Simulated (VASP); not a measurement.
## BAs: single point with r2SCAN

The system is BAs.

```
B As
1.0
     0.00000    2.48759    2.48759
     2.48759    0.00000    2.48759
     2.48759    2.48759    0.00000
B As
1 1
Direct
  0.00000 0.00000 0.00000
  0.75000 0.75000 0.75000
```

This cell differs from its parent crystal: strain +0.040 along x and y, +0.040 along z.

```json
{"Program": "VASP 6.6.1", "Task": "single point", "Functional": "r2SCAN", "Potentials or basis": "VASP PAW PBE potentials, release 64 (B, As)", "Cutoff": "520 eV", "k mesh": "10 × 10 × 10", "Occupations": "gaussian, width 0.05 eV", "Spin": "no spin polarisation", "Dipole correction": "no", "Further INCAR settings": "ALGO = Normal; EDIFF = 1e-06; NBANDS = 11"}
```

```yaml
Pressure: -13.0 GPa
Band_gap_on_the_k_mesh: 1.49 eV (least direct gap 3.32 eV)
```

Levels at points of the mesh, in eV from the valence-band top:
| k point | band 1 | band 2 | band 3 | band 4 | band 5 | band 6 | band 7 | band 8 | band 9 |
| --- | --- | --- | --- | --- | --- | --- | --- | --- | --- |
| (0.00, 0.00, 0.00) | -15.06 | 0.00 | 0.00 | 0.00 | 3.32 | 3.32 | 3.32 | 3.58 | 9.75 |
| (0.50, 0.00, 0.00) | -12.47 | -8.37 | -1.72 | -1.72 | 2.27 | 4.92 | 4.92 | 9.26 | 12.71 |
| (0.50, 0.50, 0.00) | -11.24 | -8.38 | -3.80 | -3.80 | 1.75 | 1.79 | 10.98 | 10.98 | 12.76 |

Wall time 47 s on 1 thread of AMD EPYC 9R45 96-Core Processor (Zen 5), with other jobs on the host, peak memory 0.14 GiB.

Caveat: the cell differs from its parent crystal (strain +0.040 along x and y, +0.040 along z); the cell stands under tension; the PAW data sets were made with another functional, which shifts forces and pressure a little. A k mesh can miss the band edges.
